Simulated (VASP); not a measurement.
# Na2S (Fm-3m) in VASP: single point with PBEsol

Aim: the single point of Na2S with PBEsol.

Everything below comes from runs of VASP 6.6.1. Logs are shortened: lines on timing, memory, paths and dates and some standing lists are left out, and cuts for length are marked.

## 1. The cell of the first run

The structure is cubic, space group Fm-3m (No. 225). The conventional cell has a = 6.540 Å, b = 6.540 Å, c = 6.540 Å, α = 90.00°, β = 90.00°, γ = 90.00°. Na (site symmetry -43m) has 4 S at 2.83 Å and 6 Na at 3.27 Å within 3.7 Å. S (site symmetry m-3m) has 8 Na at 2.83 Å within 3.7 Å.

## 2. Single point, PBEsol (strained)

Contents of INCAR:

```
SYSTEM = Na2S
PREC = Accurate
ENCUT = 500
EDIFF = 1E-6
ISMEAR = 0
SIGMA = 0.02
LREAL = .FALSE.
LASPH = .TRUE.
NELM = 120
ALGO = Normal
ISIF = 2
LWAVE = .FALSE.
LCHARG = .TRUE.
GGA = PS
LELF = .TRUE.
LVHAR = .TRUE.
NBANDS = 17
GGA_COMPAT = .FALSE.
```

Contents of KPOINTS:

```
regular mesh
0
G
  8 8 8
  0 0 0
```

Contents of POSCAR:

```
Na2S
1.0
    0.0000000000      3.2700807100      3.2700807100
    3.2700807100      0.0000000000      3.2700807100
    3.2700807100      3.2700807100      0.0000000000
Na S
2 1
Direct
    0.2500000000      0.2500000000      0.2500000000
    0.7500000000      0.7500000000      0.7500000000
    0.0000000000      0.0000000000      0.0000000000
```

Potentials or basis: VASP PAW PBE potentials, release 64 (Na_pv, S).

Started as:

```bash
> cat potpaw_PBE.64/Na_pv/POTCAR potpaw_PBE.64/S/POTCAR > POTCAR
> mpirun -np 1 vasp_std > vasp.out
```

OUTCAR:

```text
SYSTEM = Na2S
   PREC = Accurate
   ENCUT = 500
   EDIFF = 1E-6
   ISMEAR = 0
   LREAL = .FALSE.
   LASPH = .TRUE.
   NELM = 120
   ISIF = 2
   GGA = PS

 ion  position               nearest neighbor table
   1  0.250  0.250  0.250-
   2  0.750  0.750  0.750-
   3  0.000  0.000  0.000-

  LATTYP: Found a face centered cubic cell.
 ALAT       =     6.5401614200

  Lattice vectors:

 A1 = (   0.0000000000,   3.2700807100,   3.2700807100)
 A2 = (   3.2700807100,   0.0000000000,   3.2700807100)
 A3 = (   3.2700807100,   3.2700807100,   0.0000000000)

Analysis of symmetry for initial positions (statically):
=====================================================================
 Subroutine PRICEL returns:
 Original cell was already a primitive cell.

 Routine SETGRP: Setting up the symmetry group for a
 face centered cubic supercell.

 Subroutine GETGRP returns: Found 48 space group operations
 (whereof 48 operations were pure point group operations)
 out of a pool of 48 trial point group operations.

The static configuration has the point symmetry O_h .

Analysis of symmetry for dynamics (positions and initial velocities):
=====================================================================
 Subroutine PRICEL returns:
 Original cell was already a primitive cell.

 Routine SETGRP: Setting up the symmetry group for a
 face centered cubic supercell.

 Subroutine GETGRP returns: Found 48 space group operations
 (whereof 48 operations were pure point group operations)
 out of a pool of 48 trial point group operations.

The dynamic configuration has the point symmetry O_h .

 Subroutine INISYM returns: Found 48 space group operations
 (whereof 48 operations are pure point group operations),
 and found     1 'primitive' translations

----------------------------------------------------------------------------------------

                                     Primitive cell

  volume of cell :      69.9367

  direct lattice vectors                    reciprocal lattice vectors
     0.000000000  3.270080710  3.270080710    -0.152901425  0.152901425  0.152901425
     3.270080710  0.000000000  3.270080710     0.152901425 -0.152901425  0.152901425
     3.270080710  3.270080710  0.000000000     0.152901425  0.152901425 -0.152901425

  length of vectors
     4.624592490  4.624592490  4.624592490     0.264833036  0.264833036  0.264833036

  position of ions in fractional coordinates (direct lattice)
     0.250000000  0.250000000  0.250000000
     0.750000000  0.750000000  0.750000000
     0.000000000  0.000000000  0.000000000

  ion indices of the primitive-cell ions
   primitive index   ion index
                 1           1
                 2           2
                 3           3

----------------------------------------------------------------------------------------

 KPOINTS: regular mesh

Automatic generation of k-mesh.
 Grid dimensions read from file:
 generate k-points for:    8    8    8

 Generating k-lattice:

  Cartesian coordinates                     Fractional coordinates (reciprocal lattice)
    -0.019112678  0.019112678  0.019112678     0.125000000  0.000000000  0.000000000
     0.019112678 -0.019112678  0.019112678     0.000000000  0.125000000  0.000000000
     0.019112678  0.019112678 -0.019112678     0.000000000  0.000000000  0.125000000

  Length of vectors
     0.033104130  0.033104130  0.033104130

  Shift w.r.t. Gamma in fractional coordinates (k-lattice)
     0.000000000  0.000000000  0.000000000

 Subroutine IBZKPT returns following result:
 ===========================================

 Found     29 irreducible k-points:

 Following reciprocal coordinates:
            Coordinates               Weight
  0.000000  0.000000  0.000000      1.000000
  0.125000  0.000000  0.000000      8.000000
  0.250000  0.000000  0.000000      8.000000
  0.375000  0.000000  0.000000      8.000000
  0.500000  0.000000  0.000000      4.000000
  0.125000  0.125000  0.000000      6.000000
[... 16 lines left out ...]
  0.500000  0.250000  0.125000     48.000000
 -0.375000  0.250000  0.125000     24.000000
 [... further k-points ...]
   k-points           NKPTS =     29   k-points in BZ     NKDIM =     29   number of bands    NBANDS=     17
   number of dos      NEDOS =    301   number of ions     NIONS =      3
   total plane-waves  NPLWV =  46656
   dimension x,y,z NGX =    36 NGY =   36 NGZ =   36
   dimension x,y,z NGXF=    72 NGYF=   72 NGZF=   72
   ions per type =               2   1
   NGX,Y,Z   is equivalent  to a cutoff of  12.94, 12.94, 12.94 a.u.
   NGXF,Y,Z  is equivalent  to a cutoff of  25.88, 25.88, 25.88 a.u.
 SYSTEM =  Na2S
   PREC   = accura    normal or accurate (medium, high low for compatibility)
   ISTART =      0    job   : 0-new  1-cont  2-samecut
   ICHARG =      2    charge: 1-file 2-atom 10-const
   ISPIN  =      1    spin polarized calculation?
   LNONCOLLINEAR =      F non collinear calculations
   LSORBIT =      F    spin-orbit coupling
   LASPH  =      T    aspherical Exc in radial PAW
   ENCUT  =  500.0 eV  36.75 Ry    6.06 a.u.   8.43  8.43  8.43*2*pi/ulx,y,z
   NELM   =    120;   NELMIN=  2; NELMDL= -5     # of ELM steps
   EDIFF  = 0.1E-05   stopping-criterion for ELM
   LREAL  =      F    real-space projection
   EDIFFG = 0.1E-04   stopping-criterion for IOM
   NSW    =      0    number of steps for IOM
   IBRION =     -1    ionic relax: 0-MD 1-quasi-New 2-CG
   NFREE  =      0    steps in history (QN), initial steepest desc. (CG)
   ISIF   =      2    stress and relaxation
   ISYM   =      2    0-nonsym 1-usesym 2-fastsym
   POTIM  = 0.5000    time-step for ionic-motion
   TEBEG  =    0.0;   TEEND  =   0.0 temperature during run
   PSTRESS=    0.0 pullay stress
   NELECT =      20.0000    total number of electrons
   NUPDOWN=      -1.0000    fix difference up-down
   EMIN   =  10.00;   EMAX   =-10.00  energy-range for DOS
   EFERMI =   0.00;   METHOD = LEGACY
   ISMEAR =     0;   SIGMA  =   0.02  broadening in eV -4-tet -1-fermi 0-gaus
   EFERMI_NEDOS =   21; number of points for ismear=-14 and -15
   IALGO  =     38    algorithm
   IMIX   =      4    mixing-type and parameters
     AMIX     =   0.40;   BMIX     =  1.00
     AMIX_MAG =   1.60;   BMIX_MAG =  1.00
  volume/ion in A,a.u.               =      23.31       157.32
  Fermi-wavevector in a.u.,A,eV,Ry     =   1.078573  2.038208 15.827936  1.163321
  Thomas-Fermi vector in A             =   2.214516
   LORBIT       =      0    0 simple, 1 ext, 2 COOP (PROOUT), +10 PAW based schemes
   GGA     = PS    functional components
   LHFCALC =     F    Hartree Fock is set to
   AEXX    =    0.0000 exact exchange contribution
   IVDW    =     0    specifies the selected vdW correction
   LEPSILON=     F    determine dielectric tensor
   LRPA    =     F    only Hartree local field effects (RPA)
 non-spin polarized calculation
 Gauss-broadening in eV      SIGMA  =   0.02
  energy-cutoff  :      500.00
  volume of cell :       69.94
 maximum number of plane-waves:      1807
 NGX is ok and might be reduce to    36
   NGX = 17   NGY = 17   NGZ = 17

 number of electron      19.9999988 magnetization

 Free energy of the ion-electron system (eV)
  ---------------------------------------------------
  ext. energy  EPLUGINS =         0.00000000
  ---------------------------------------------------
  free energy    TOTEN  =       -10.37365854 eV

  energy without entropy =      -10.37365854  energy(sigma->0) =      -10.37365854

 E-fermi :   0.2675     XC(G=0):  -7.9549

 val. band max:        0.1130982955   @ k =   0.0000   0.0000   0.0000
 cond. band min:       2.4804493889   @ k =   0.0000   0.0000   0.0000
 fundamental gap:      2.3673510934
 Fermi energy:         0.2674514314

 k-point     1 :       0.0000    0.0000    0.0000
  band No.  band energies     occupation
      1     -21.9516      2.00000
      2     -21.9516      2.00000
      3     -21.9516      2.00000
      4     -21.8966      2.00000
      5     -21.8966      2.00000
      6     -21.8966      2.00000
[... 9 lines left out ...]
     16       9.4119      0.00000
     17      11.2071      0.00000

 k-point     2 :       0.1250    0.0000    0.0000
  band No.  band energies     occupation
      1     -21.9503      2.00000
      2     -21.9497      2.00000
      3     -21.9497      2.00000
      4     -21.8998      2.00000
      5     -21.8988      2.00000
      6     -21.8988      2.00000
[... 9 lines left out ...]
     16       9.0190      0.00000
     17      10.7645      0.00000

 k-point     3 :       0.2500    0.0000    0.0000
  band No.  band energies     occupation
      1     -21.9463      2.00000
      2     -21.9440      2.00000
      3     -21.9440      2.00000
      4     -21.9083      2.00000
      5     -21.9051      2.00000
      6     -21.9051      2.00000
[... 9 lines left out ...]
     16       9.1857      0.00000
     17      10.3217      0.00000

 k-point     4 :       0.3750    0.0000    0.0000
  band No.  band energies     occupation
      1     -21.9399      2.00000
      2     -21.9355      2.00000
      3     -21.9354      2.00000
      4     -21.9193      2.00000
      5     -21.9143      2.00000
      6     -21.9143      2.00000
[... 9 lines left out ...]
     16      10.2078      0.00000
     17      10.5801      0.00000
[... 343 lines left out ...]
      1     -21.9594      2.00000
      2     -21.9470      2.00000
      3     -21.9361      2.00000
      4     -21.9184      2.00000
      5     -21.9042      2.00000
      6     -21.8918      2.00000
[... 9 lines left out ...]
     16      10.6273      0.00000
     17      11.6780      0.00000

 k-point    23 :       0.5000    0.2500    0.1250
  band No.  band energies     occupation
      1     -21.9615      2.00000
      2     -21.9488      2.00000
      3     -21.9377      2.00000
      4     -21.9147      2.00000
      5     -21.9067      2.00000
      6     -21.8921      2.00000
[... 9 lines left out ...]
     16      11.1256      0.00000
     17      11.9994      0.00000

 k-point    24 :      -0.3750    0.2500    0.1250
  band No.  band energies     occupation
      1     -21.9601      2.00000
      2     -21.9555      2.00000
      3     -21.9266      2.00000
      4     -21.9264      2.00000
      5     -21.8979      2.00000
      6     -21.8970      2.00000
[... 9 lines left out ...]
     16      10.6745      0.00000
     17      12.0039      0.00000

 [... further k-points ...]
[... 5 lines left out ...]
  --------------------------------------------------------------------------------------
  -------------------------------------------------------------------------------------
  Total       -0.2008847     -0.2008847     -0.2008847      0.0000000      0.0000000     -0.0000000
  in kB       -4.6020563     -4.6020563     -4.6020563      0.0000000      0.0000000     -0.0000000
  external PRESSURE =      -4.6020563 kB  Pullay stress =       0.0000000 kB

 VOLUME and BASIS-vectors are now :
 -----------------------------------------------------------------------------
  energy-cutoff  :      500.00
  volume of cell :       69.94
      direct lattice vectors                 reciprocal lattice vectors
     0.000000000  3.270080710  3.270080710    -0.152901425  0.152901425  0.152901425
     3.270080710  0.000000000  3.270080710     0.152901425 -0.152901425  0.152901425
     3.270080710  3.270080710  0.000000000     0.152901425  0.152901425 -0.152901425

 POSITION                                       TOTAL-FORCE (eV/Angst)
 -----------------------------------------------------------------------------------
      1.63504      1.63504      1.63504         0.000000      0.000000      0.000000
      4.90512      4.90512      4.90512        -0.000000     -0.000000     -0.000000
      0.00000      0.00000      0.00000        -0.000000      0.000000      0.000000
 -----------------------------------------------------------------------------------
    total drift:                                0.000000      0.000000      0.000000

  FREE ENERGIE OF THE ION-ELECTRON SYSTEM (eV)
  ---------------------------------------------------
  free  energy   TOTEN  =       -10.3736585381 eV

  energy  without entropy=      -10.3736585381  energy(sigma->0) =      -10.37365854
```

Run time: 34 s. Hardware: 1 thread of Intel Xeon Platinum 8488C (Sapphire Rapids), shared host; peak memory 0.2 GiB.

What came out:

- Free energy: -10.3737 eV
- Pressure: -0.5 GPa
- Band gap on the k mesh: 2.37 eV, direct

Caveat: the cell differs from its parent crystal (strained); the PAW data sets were made with another functional, which shifts forces and pressure a little. A k mesh can miss the band edges.
